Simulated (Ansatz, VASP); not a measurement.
**One calculation of TiO2, two programs**

```
Ti O
1.0
     5.47036    0.01716    0.00000
     2.85558    4.66592    0.00000
    -4.16297   -2.34154    2.66684
Ti O
2 4
Direct
  0.00000 0.00000 0.00000
  0.75000 0.25000 0.50000
  0.20757 0.20757 0.00000
  0.95757 0.45757 0.50000
  0.54243 0.04243 0.50000
  0.79243 0.79243 0.00000
```

Alike in both runs: functional r2SCAN; dispersion D4; k mesh 9 × 9 × 9; no spin polarisation.

Ansatz relaxed the structure, and its values are those at the end. VASP's run is a single point on that final structure, the one shown.

|  | VASP | Ansatz |
| --- | --- | --- |
| version | VASP 6.6.1 | Ansatz 0.2.0 |
| potentials or method | VASP PAW PBE potentials, release 64 (Ti_sv, O) | plane waves, PAW |
| plane-wave cutoff (eV) | 660 | 500 |
| occupations | gaussian, width 0.01 eV | fixed |
| valence electrons in the cell | 48 | 48 |

|  | VASP | Ansatz | Ansatz less VASP |
| --- | --- | --- | --- |
| gap on the k mesh at the Fermi level (eV) | 2.56 | 2.53 | -0.023 |
| pressure (GPa) | 1.0 | 0.0 | -0.98 |
| rms of the force components (eV/Å) | 0.013 | 0.000 | -0.0124 |

VASP's potentials were made for PBE, not for r2SCAN.
